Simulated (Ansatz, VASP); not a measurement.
Two plane-wave programs on C

```
CELL_PARAMETERS angstrom
1.23403 0.70730 3.29023
-1.22809 0.69198 3.29131
-0.01030 -1.41550 3.29423
ATOMIC_POSITIONS crystal
C 0.16734 0.16622 0.16615
C 0.83266 0.83378 0.83385
```

Change from the starting cell: all atoms moved at random, sigma 0.4 Å a component, cell strained at random, sigma 0.01; relaxed back.

Alike in both runs: functional LDA; k mesh 12 × 12 × 12; occupations gaussian, width 0.05 eV; no spin polarisation.

Ansatz relaxed the structure, and its values are those at the end. VASP's run is a single point on that final structure, the one shown.

|  | VASP | Ansatz |
| --- | --- | --- |
| version | VASP 6.6.1 | Ansatz 0.2.0 |
| potentials or method | VASP PAW LDA potentials, release 64 (C), cutoff 520 eV | scalar-relativistic, plane waves, PAW |
| valence electrons in the cell | 8 | 8 |

```tsv
	VASP	Ansatz	Ansatz less VASP
gap on the k mesh at the Fermi level (eV)	0.62	0.62	-0.003
least direct gap on the mesh (eV)	0.62	0.62	-0.003
pressure (GPa)	-1.7	-2.5	-0.83
```

LDA's correlation is that of Perdew and Zunger in VASP and of Perdew and Wang (1992) in Ansatz. Ansatz's warnings: stress scf threshold loose.
